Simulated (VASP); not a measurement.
Wanted: the native input for a VASP 6.6.1 run.

```yaml
Task: single point
Functional: r2SCAN
Potentials_or_basis: VASP PAW PBE potentials, release 64 (Sb)
Cutoff: 520 eV
k_mesh: 14 × 14 × 14
Occupations: fermi-dirac, width 0.1 eV
Spin: no spin polarisation
Dipole_correction: no
Further_INCAR_settings: ALGO = Normal; EDIFF = 1e-07; NBANDS = 12
```

Sb:

```
CELL_PARAMETERS angstrom
2.17060 1.25320 3.87109
-2.17060 1.25320 3.87109
0.00000 -2.50640 3.87109
ATOMIC_POSITIONS crystal
Sb 0.23130 0.23130 0.23130
Sb 0.76870 0.76870 0.76870
```

The input as run:

POSCAR

```
Sb
1.0
    2.1706019836      1.2531976396      3.8710903194
   -2.1706019836      1.2531976396      3.8710903194
    0.0000000000     -2.5063952791      3.8710903194
Sb
2
Direct
    0.2313018554      0.2313018554      0.2313018554
    0.7686981446      0.7686981446      0.7686981446
```

INCAR.step1

```
SYSTEM = Sb
ALGO = Normal ; EDIFF = 1E-4
ENCUT = 520 ; GGA = PE
ISMEAR = -1 ; LASPH = .TRUE.
LCHARG = .FALSE. ; LREAL = .FALSE.
LWAVE = .TRUE. ; NBANDS = 12
NELM = 60 ; PREC = Accurate
SIGMA = 0.1
```

INCAR.step2

```
SYSTEM = Sb
ALGO = Normal ; EDIFF = 1E-7
ENCUT = 520 ; ISIF = 2
ISMEAR = -1 ; ISTART = 1
LASPH = .TRUE. ; LCHARG = .FALSE.
LMIXTAU = .TRUE. ; LREAL = .FALSE.
LWAVE = .FALSE. ; METAGGA = R2SCAN
NBANDS = 12 ; NELM = 60
PREC = Accurate ; SIGMA = 0.1
```

KPOINTS

```
k-points
0
G
  14 14 14
  0 0 0
```

Potentials or basis: VASP PAW PBE potentials, release 64 (Sb).

Launch:

```sh
$ cat potpaw_PBE.64/Sb/POTCAR > POTCAR
$ cp INCAR.step1 INCAR
$ mpirun -np 1 vasp_std > vasp.out
$ cp INCAR.step2 INCAR
$ mpirun -np 1 vasp_std > vasp.out
```

It gave:

* Pressure: 0.1 GPa
* Largest force: 0.072 eV/Å
* Band gap on the k mesh: zero (band 5 reaches 6.89 eV, above the bottom of band 6 at 6.61 eV)

Caveat: the PAW data sets were made with another functional, which shifts forces and pressure a little; spin-orbit coupling is left out, which moves the levels of the heavy elements.

It took 11 min on 1 thread of AMD EPYC 9R45 96-Core Processor (Zen 5), with other jobs on the host, peak memory 0.32 GiB.
